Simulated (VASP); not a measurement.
Here is a VASP 6.6.1 calculation.

Contents of POSCAR:

```
PbS
1.0
    2.0569420000     -3.5658290000      0.0000000000
    2.0569420000      3.5658290000      0.0000000000
    0.0000000000      0.0000000000      7.5599450000
Pb S
2 2
Direct
    0.0010320000      0.9989680000      0.4867320000
    0.9989680000      0.0010320000      0.9867320000
    0.6671450000      0.3328550000      0.6924680000
    0.3328550000      0.6671450000      0.1924680000
```

Contents of INCAR.step1:

```
PREC     = Accurate       # precision mode
ENCUT    = 520            # plane-wave cutoff, eV
ISMEAR   = 0              # smearing method
SIGMA    = 0.01           # smearing width, eV
LREAL    = F              # projectors in reciprocal space
LASPH    = T              # aspherical terms in the spheres
NELM     = 60             # most SCF steps
NBANDS   = 28             # bands
GGA      = PE             # functional
ALGO     = Normal         # electronic algorithm
EDIFF    = 1E-4           # SCF threshold, eV
LWAVE    = T              # write WAVECAR
LCHARG   = F              # write CHGCAR
```

INCAR.step2

```
PREC     = Accurate       # precision mode
ENCUT    = 520            # plane-wave cutoff, eV
EDIFF    = 1E-7           # SCF threshold, eV
ISMEAR   = 0              # smearing method
SIGMA    = 0.01           # smearing width, eV
LREAL    = F              # projectors in reciprocal space
LASPH    = T              # aspherical terms in the spheres
NELM     = 60             # most SCF steps
ALGO     = Normal         # electronic algorithm
ISIF     = 2              # what is computed and relaxed
LWAVE    = F              # write WAVECAR
LCHARG   = T              # write CHGCAR
METAGGA  = R2SCAN         # meta-GGA
LMIXTAU  = T            
LELF     = T              # ELF
LVHAR    = T            
NBANDS   = 28             # bands
ISTART   = 1
```

Contents of KPOINTS:

```
Automatic mesh
0
Gamma
  6 6 4
```

Potentials or basis: VASP PAW PBE potentials, release 64 (Pb_d, S).

The run is started by

```bash
$ cat potpaw_PBE.64/Pb_d/POTCAR potpaw_PBE.64/S/POTCAR > POTCAR
$ cp INCAR.step1 INCAR
$ mpirun -np 1 vasp_std > vasp.out
$ cp INCAR.step2 INCAR
$ mpirun -np 1 vasp_std > vasp.out
```

Question: Estimate the pressure.

Answer: 0.0 GPa.

Question: What does it give for the largest force?

Answer: 0.008 eV/Å.

Question: Predict the band gap on the k mesh.

Answer: 0.77 eV (least direct gap 1.20 eV).

Forces on the atoms (eV/Å):
```
Pb   0.000  0.006  0.006
Pb   0.000 -0.006  0.006
S    0.000 -0.003 -0.006
S    0.000  0.003 -0.006
```

Caveat: the PAW data sets were made with another functional, which shifts forces and pressure a little; spin-orbit coupling is left out, which moves the levels of the heavy elements. A k mesh can miss the band edges.
